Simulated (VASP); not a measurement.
A run of VASP 6.6.1 is set up as follows.

File INCAR:

```
  ALGO = Normal
  EDIFF = 1E-6
  ENCUT = 520
  GGA = PS
  ISIF = 2
  ISMEAR = -1
  LASPH = T
  LCHARG = F
  LREAL = F
  LWAVE = F
  NBANDS = 10
  NELM = 100
  PREC = Accurate
  SIGMA = 0.05
```

File KPOINTS:

```
k-points
0
Gamma
  12 12 12
```

The input POSCAR:

```
K
1.0
   -2.2973447619      2.2973447619      2.2973447619
    2.2973447619     -2.2973447619      2.2973447619
    2.2973447619      2.2973447619     -2.2973447619
K
1
Direct
    0.0000000000      0.0000000000      0.0000000000
```

Potentials or basis: VASP PAW PBE potentials, release 64 (K_sv).

Command:

```bash
$ cat potpaw_PBE.64/K_sv/POTCAR > POTCAR
$ mpirun -np 1 vasp_std > vasp.out
```

Problem. Estimate the band gap on the k mesh.

Solution. Zero (an odd number of electrons rules out a gap without spin polarisation).

Problem. What does it give for the pressure?

Solution. 2.9 GPa.

Caveat: the PAW data sets were made with another functional, which shifts forces and pressure a little.
